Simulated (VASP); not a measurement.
Write the native input for VASP 6.6.1 that does the following.

```yaml
Task: single point
Functional: LDA
Potentials_or_basis: VASP PAW LDA potentials, release 64 (Cs_sv, O)
Cutoff: 520 eV
k_mesh: 8 × 8 × 8
Occupations: gaussian, width 0.05 eV
Spin: no spin polarisation
Dipole_correction: no
Further_INCAR_settings: ALGO = Normal; EDIFF = 1e-06; NBANDS = 23
```

The structure of CsO lies in POSCAR:

```
CsO
1.0
   -2.2690500000      3.3757500000      3.5705750000
    2.2690500000     -3.3757500000      3.5705750000
    2.2690500000      3.3757500000     -3.5705750000
Cs O
2 2
Direct
    0.2500000000      0.2500000000      0.0000000000
    0.7500000000      0.7500000000      0.0000000000
    0.6200000000      0.0000000000      0.6200000000
    0.3800000000      0.0000000000      0.3800000000
```

This cell differs from its parent crystal: strain +0.050 along x and y, -0.050 along z.

These files were run (other wordings do the same):

INCAR

```
SYSTEM = CsO
  PREC = Accurate
  ENCUT = 520
  EDIFF = 1E-6
  ISMEAR = 0
  SIGMA = 0.05
  LREAL = .False.
  LASPH = .True.
  NELM = 100
  ALGO = Normal
  ISIF = 2
  LWAVE = .False.
  LCHARG = .False.
  GGA = CA
  NBANDS = 23
```

KPOINTS

```
regular mesh
0
Gamma
  8 8 8
  0 0 0
```

Potentials or basis: VASP PAW LDA potentials, release 64 (Cs_sv, O).

Command:

```console
$ cat potpaw_LDA.64/Cs_sv/POTCAR potpaw_LDA.64/O/POTCAR > POTCAR
$ mpirun -np 1 vasp_std > vasp.out
```

It gave:

```
Pressure               : -4.5 GPa
Largest force          : 1.987 eV/Å
Band gap on the k mesh : 1.51 eV (least direct gap 1.64 eV)
```

Caveat: the cell differs from its parent crystal (strain +0.050 along x and y, -0.050 along z); the cell stands under tension; spin-orbit coupling is left out, which moves the levels of the heavy elements; forces of over 1 eV/Å act on the atoms, so gaps and moduli don't describe the material at rest.

It took 110 s on 1 thread of Intel(R) Xeon(R) 6975P-C (Granite Rapids), with other jobs on the host, peak memory 0.33 GiB.
